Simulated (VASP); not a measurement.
# Cu (Fm-3m) in VASP: single point with PBE

Aim: the single point of Cu with PBE.

All numbers are computed with VASP 6.6.1; they aren't measurements. Logs are shortened: lines on timing, memory, paths and dates and some standing lists are left out, and cuts for length are marked.

**1. The cell of the first run**

Symmetry: Fm-3m, No. 225, cubic system. The conventional cell has a = 3.630 Å, b = 3.630 Å, c = 3.630 Å, α = 90.00°, β = 90.00°, γ = 90.00°. Within 3.4 Å of Cu (site symmetry m-3m) lie 12 Cu at 2.57 Å.

**2. Single point, PBE**

Contents of INCAR:

```
SYSTEM = Cu
ALGO = Normal
EDIFF = 1E-6
ENCUT = 520
GGA = PE
ISIF = 2
ISMEAR = -1
LASPH = .TRUE.
LCHARG = .FALSE.
LREAL = .FALSE.
LWAVE = .FALSE.
NBANDS = 24
NELM = 100
PREC = Accurate
SIGMA = 0.1
```

Contents of KPOINTS:

```
k-points
0
G
  15 15 5
  0 0 0
```

Contents of POSCAR:

```
Cu
1.0
    0.0000000000      1.8147994276     -1.8147994276
   -1.8147994276      0.0000000000      1.8147994276
    3.6295988553      3.6295988553      3.6295988553
Cu
3
Direct
    0.0000000000      0.0000000000      0.0000000000
    0.3333333330      0.6666666670      0.3333333330
    0.6666666670      0.3333333330      0.6666666670
```

Potentials or basis: VASP PAW PBE potentials, release 64 (Cu).

Started as:

```console
$ cat potpaw_PBE.64/Cu/POTCAR > POTCAR
$ mpirun -np 1 vasp_std > vasp.out
```

OUTCAR:

```text
SYSTEM = Cu
   EDIFF = 1E-6
   ENCUT = 520
   GGA = PE
   ISIF = 2
   ISMEAR = -1
   LASPH = .TRUE.
   LREAL = .FALSE.
   NELM = 100
   PREC = Accurate

 ion  position               nearest neighbor table
   1  0.000  0.000  0.000-   2 2.57   3 2.57   3 2.57   2 2.57   3 2.57   2 2.57
   2  0.333  0.667  0.333-   1 2.57   1 2.57   1 2.57   3 2.57   3 2.57   3 2.57
   3  0.667  0.333  0.667-   1 2.57   1 2.57   1 2.57   2 2.57   2 2.57   2 2.57

  LATTYP: Found a hexagonal cell.
 ALAT       =     2.5665139635
 C/A-ratio  =     2.4494897429

  Lattice vectors:

 A1 = (   0.0000000000,   1.8147994276,  -1.8147994276)
 A2 = (  -1.8147994276,   0.0000000000,   1.8147994276)
 A3 = (   3.6295988553,   3.6295988553,   3.6295988553)

Analysis of symmetry for initial positions (statically):
=====================================================================
 Subroutine PRICEL returns following result:

  LATTYP: Found a face centered cubic cell.
 ALAT       =     3.6295988516

  Lattice vectors:

 A1 = (   1.8147994258,   1.8147994258,   0.0000000000)
 A2 = (  -0.0000000018,   1.8147994258,   1.8147994276)
 A3 = (   1.8147994313,   0.0000000037,   1.8147994276)

   3 primitive cells build up your supercell.

 Routine SETGRP: Setting up the symmetry group for a
 hexagonal supercell.

 Subroutine GETGRP returns: Found 12 space group operations
 (whereof 12 operations were pure point group operations)
 out of a pool of 24 trial point group operations.

The static configuration has the point symmetry D_3d.

Analysis of symmetry for dynamics (positions and initial velocities):
=====================================================================
 Subroutine PRICEL returns following result:

  LATTYP: Found a face centered cubic cell.
 ALAT       =     3.6295988516

  Lattice vectors:

 A1 = (   1.8147994258,   1.8147994258,   0.0000000000)
 A2 = (  -0.0000000018,   1.8147994258,   1.8147994276)
 A3 = (   1.8147994313,   0.0000000037,   1.8147994276)

   3 primitive cells build up your supercell.

 Routine SETGRP: Setting up the symmetry group for a
 hexagonal supercell.

 Subroutine GETGRP returns: Found 12 space group operations
 (whereof 12 operations were pure point group operations)
 out of a pool of 24 trial point group operations.

The dynamic configuration has the point symmetry D_3d.

 Subroutine INISYM returns: Found 12 space group operations
 (whereof 12 operations are pure point group operations),
 and found     3 'primitive' translations

----------------------------------------------------------------------------------------

                                     Primitive cell

  volume of cell :      11.9541

  direct lattice vectors                    reciprocal lattice vectors
     1.814799426  1.814799426  0.000000000     0.275512540  0.275512541 -0.275512541
    -0.000000002  1.814799426  1.814799428    -0.275512540  0.275512540  0.275512540
     1.814799431  0.000000004  1.814799428     0.275512540 -0.275512540  0.275512540

  length of vectors
     2.566513961  2.566513962  2.566513966     0.477201718  0.477201718  0.477201718

  position of ions in fractional coordinates (direct lattice)
     0.000000000  0.000000000  0.000000000

  ion indices of the primitive-cell ions
   primitive index   ion index
                 1           1

----------------------------------------------------------------------------------------

 KPOINTS: k-points

Automatic generation of k-mesh.
 Grid dimensions read from file:
 generate k-points for:   15   15    5

 Generating k-lattice:

  Cartesian coordinates                     Fractional coordinates (reciprocal lattice)
    -0.012245002  0.024490004 -0.012245002     0.066666667  0.000000000  0.000000000
    -0.024490004  0.012245002  0.012245002     0.000000000  0.066666667  0.000000000
     0.018367503  0.018367503  0.018367503     0.000000000  0.000000000  0.200000000

  Length of vectors
     0.029994006  0.029994006  0.031813448

  Shift w.r.t. Gamma in fractional coordinates (k-lattice)
     0.000000000  0.000000000  0.000000000

 Subroutine IBZKPT returns following result:
 ===========================================

 Found    119 irreducible k-points:

 Following reciprocal coordinates:
            Coordinates               Weight
  0.000000  0.000000  0.000000      1.000000
  0.066667  0.000000  0.000000      6.000000
  0.133333  0.000000  0.000000      6.000000
  0.200000  0.000000  0.000000      6.000000
  0.266667  0.000000  0.000000      6.000000
  0.333333  0.000000  0.000000      6.000000
[... 16 lines left out ...]
  0.333333  0.200000  0.000000     12.000000
  0.400000  0.200000  0.000000      6.000000
 [... further k-points ...]
   k-points           NKPTS =    119   k-points in BZ     NKDIM =    119   number of bands    NBANDS=     24
   number of dos      NEDOS =    301   number of ions     NIONS =      3
   total plane-waves  NPLWV =  19200
   dimension x,y,z NGX =    20 NGY =   20 NGZ =   48
   dimension x,y,z NGXF=    40 NGYF=   40 NGZF=   96
   ions per type =               3
   NGX,Y,Z   is equivalent  to a cutoff of  12.95, 12.95, 12.69 a.u.
   NGXF,Y,Z  is equivalent  to a cutoff of  25.91, 25.91, 25.39 a.u.
 SYSTEM =  Cu
   PREC   = accura    normal or accurate (medium, high low for compatibility)
   ISTART =      0    job   : 0-new  1-cont  2-samecut
   ICHARG =      2    charge: 1-file 2-atom 10-const
   ISPIN  =      1    spin polarized calculation?
   LNONCOLLINEAR =      F non collinear calculations
   LSORBIT =      F    spin-orbit coupling
   LASPH  =      T    aspherical Exc in radial PAW
   ENCUT  =  520.0 eV  38.22 Ry    6.18 a.u.   4.77  4.77 11.69*2*pi/ulx,y,z
   NELM   =    100;   NELMIN=  2; NELMDL= -5     # of ELM steps
   EDIFF  = 0.1E-05   stopping-criterion for ELM
   LREAL  =      F    real-space projection
   EDIFFG = 0.1E-04   stopping-criterion for IOM
   NSW    =      0    number of steps for IOM
   IBRION =     -1    ionic relax: 0-MD 1-quasi-New 2-CG
   NFREE  =      0    steps in history (QN), initial steepest desc. (CG)
   ISIF   =      2    stress and relaxation
   ISYM   =      2    0-nonsym 1-usesym 2-fastsym
   POTIM  = 0.5000    time-step for ionic-motion
   TEBEG  =    0.0;   TEEND  =   0.0 temperature during run
   PSTRESS=    0.0 pullay stress
   NELECT =      33.0000    total number of electrons
   NUPDOWN=      -1.0000    fix difference up-down
   EMIN   =  10.00;   EMAX   =-10.00  energy-range for DOS
   EFERMI =   0.00;   METHOD = LEGACY
   ISMEAR =    -1;   SIGMA  =   0.10  broadening in eV -4-tet -1-fermi 0-gaus
   EFERMI_NEDOS =   21; number of points for ismear=-14 and -15
   IALGO  =     38    algorithm
   IMIX   =      4    mixing-type and parameters
     AMIX     =   0.40;   BMIX     =  1.00
     AMIX_MAG =   1.60;   BMIX_MAG =  1.00
  volume/ion in A,a.u.               =      11.95        80.67
  Fermi-wavevector in a.u.,A,eV,Ry     =   1.592333  3.009072 34.497882  2.535523
  Thomas-Fermi vector in A             =   2.690734
   LORBIT       =      0    0 simple, 1 ext, 2 COOP (PROOUT), +10 PAW based schemes
   GGA     = PE    functional components
   LHFCALC =     F    Hartree Fock is set to
   AEXX    =    0.0000 exact exchange contribution
   IVDW    =     0    specifies the selected vdW correction
   LEPSILON=     F    determine dielectric tensor
   LRPA    =     F    only Hartree local field effects (RPA)
 non-spin polarized calculation
  energy-cutoff  :      520.00
  volume of cell :       35.86
 maximum number of plane-waves:       979
   NGX =  9   NGY =  9   NGZ = 23

 number of electron      33.0000015 magnetization

 Free energy of the ion-electron system (eV)
  ---------------------------------------------------
  ext. energy  EPLUGINS =         0.00000000
  ---------------------------------------------------
  free energy    TOTEN  =       -11.20030694 eV

  energy without entropy =      -11.17376138  energy(sigma->0) =      -11.18703416

 E-fermi :   7.4821     XC(G=0): -12.6560

 val. band max:        7.4472595679   @ k =   0.2000   0.1333   0.0000
 cond. band min:       7.4989385787   @ k =   0.4667   0.0000   0.2000
 fundamental gap:      0.0516790109
 Fermi energy:         7.4820634758

 k-point     1 :       0.0000    0.0000    0.0000
  band No.  band energies     occupation
      1      -1.8230      2.00000
      2       1.5201      2.00000
      3       1.5201      2.00000
      4       4.4437      2.00000
      5       4.4437      2.00000
      6       4.4464      2.00000
[... 16 lines left out ...]
     23      29.6032      0.00000
     24      29.6036      0.00000

 k-point     2 :       0.0667    0.0000    0.0000
  band No.  band energies     occupation
      1      -1.6803      2.00000
      2       1.6323      2.00000
      3       1.6342      2.00000
      4       4.3161      2.00000
      5       4.3382      2.00000
      6       4.4105      2.00000
[... 16 lines left out ...]
     23      28.2051      0.00000
     24      29.1393      0.00000

 k-point     3 :       0.1333    0.0000    0.0000
  band No.  band energies     occupation
      1      -1.2580      2.00000
      2       1.9421      2.00000
      3       1.9606      2.00000
      4       4.0304      2.00000
      5       4.1416      2.00000
      6       4.3201      2.00000
[... 16 lines left out ...]
     23      26.3887      0.00000
     24      26.4890      0.00000
[... 514 lines left out ...]
 k-point    23 :       0.3333    0.2000    0.0000
  band No.  band energies     occupation
      1       3.0321      2.00000
      2       3.0434      2.00000
      3       3.3456      2.00000
      4       3.3540      2.00000
      5       3.7084      2.00000
      6       4.0256      2.00000
[... 16 lines left out ...]
     23      19.0943      0.00000
     24      19.1305      0.00000

 k-point    24 :       0.4000    0.2000    0.0000
  band No.  band energies     occupation
      1       3.0214      2.00000
      2       3.2772      2.00000
      3       3.2772      2.00000
      4       3.3181      2.00000
      5       3.8485      2.00000
      6       3.8485      2.00000
[... 16 lines left out ...]
     23      18.9700      0.00000
     24      18.9700      0.00000

 [... further k-points ...]

------------------------ aborting loop because EDIFF is reached ----------------------------------------

  FORCE on cell =-STRESS in cart. coord.  units (eV):
  Direction    XX          YY          ZZ          XY          YZ          ZX
  --------------------------------------------------------------------------------------
  -------------------------------------------------------------------------------------
  Total        0.1248646      0.1248646      0.1248646      0.0531979      0.0531979      0.0531979
  in kB        5.5784413      5.5784413      5.5784413      2.3766651      2.3766651      2.3766651
  external PRESSURE =       5.5784413 kB  Pullay stress =       0.0000000 kB

 VOLUME and BASIS-vectors are now :
 -----------------------------------------------------------------------------
  energy-cutoff  :      520.00
  volume of cell :       35.86
      direct lattice vectors                 reciprocal lattice vectors
     0.000000000  1.814799428 -1.814799428    -0.183675027  0.367350053 -0.183675027
    -1.814799428  0.000000000  1.814799428    -0.367350053  0.183675027  0.183675027
     3.629598855  3.629598855  3.629598855     0.091837513  0.091837513  0.091837513

 POSITION                                       TOTAL-FORCE (eV/Angst)
 -----------------------------------------------------------------------------------
      0.00000      0.00000      0.00000         0.000000      0.000000      0.000000
     -0.00000      1.81480      1.81480         0.000000      0.000000      0.000000
      1.81480      3.62960      1.81480        -0.000000     -0.000000     -0.000000
 -----------------------------------------------------------------------------------
    total drift:                                0.000000     -0.000000      0.000000

  FREE ENERGIE OF THE ION-ELECTRON SYSTEM (eV)
  ---------------------------------------------------
  free  energy   TOTEN  =       -11.2003069443 eV

  energy  without entropy=      -11.1737613796  energy(sigma->0) =      -11.18703416
```

Run time: 53 s. Hardware: 1 thread of Intel Xeon 6975P-C, shared host; peak memory 0.2 GiB.

Results:

- Free energy: -11.2003 eV
- Pressure: 0.6 GPa

Levels at points of the mesh, in eV from the Fermi level:
```csv
k point,band 15,band 16,band 17,band 18,band 19,band 20
"(0.00, 0.00, 0.00)",-1.94,-1.94,-1.94,-1.94,8.49,8.49
```
